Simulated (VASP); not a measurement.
**MgZn4Te: single point with PBE**

The system is MgZn4Te.

```
Mg Zn Te
1.0
     0.00000    3.84572    3.84572
     3.84572    0.00000    3.84572
     3.84572    3.84572    0.00000
Mg Zn Te
1 4 1
Direct
  0.00000 0.00000 0.00000
  0.12126 0.62625 0.62625
  0.62625 0.12126 0.62625
  0.62625 0.62625 0.62625
  0.62625 0.62625 0.12126
  0.25000 0.25000 0.25000
```

| Quantity | Value |
| --- | --- |
| Program | VASP 6.6.1 |
| Task | single point |
| Functional | PBE |
| Potentials or basis | VASP PAW PBE potentials, release 64 (Mg, Zn, Te) |
| Cutoff | 520 eV |
| k mesh | 8 × 8 × 8 |
| Occupations | gaussian, width 0.1 eV |
| Spin | no spin polarisation |

```
Pressure               : 0.2 GPa
Band gap on the k mesh : zero (band 28 reaches 5.45 eV, above the bottom of band 29 at 3.42 eV)
```

Forces in eV/Å, atoms in the order of the input:
```
Mg   0.000  0.000  0.000
Zn  -0.001  0.001  0.001
Zn   0.001 -0.001  0.001
Zn  -0.001 -0.001 -0.001
Zn   0.001  0.001 -0.001
Te   0.000  0.000  0.000
```

Levels at points of the mesh, in eV from the Fermi level:
| k point | band 24 | band 25 | band 26 | band 27 | band 28 | band 29 | band 30 | band 31 | band 32 | band 33 |
| --- | --- | --- | --- | --- | --- | --- | --- | --- | --- | --- |
| (0.00, 0.00, 0.00) | -3.57 | -3.57 | -2.14 | -1.01 | -1.01 | -1.01 | 0.72 | 0.72 | 0.73 | 0.73 |
| (0.50, 0.00, 0.00) | -3.89 | -3.89 | -2.57 | -1.86 | -1.86 | 0.57 | 2.00 | 2.00 | 2.48 | 3.18 |
| (0.50, 0.50, 0.00) | -4.88 | -4.88 | -3.38 | 1.02 | 1.02 | 1.04 | 1.22 | 3.49 | 3.77 | 4.11 |

It took 3.6 min on 1 thread of Intel(R) Xeon(R) Platinum 8375C CPU @ 2.90GHz (Ice Lake), on a shared host, peak memory 0.31 GiB.

Caveat: spin-orbit coupling is left out, which moves the levels of the heavy elements.
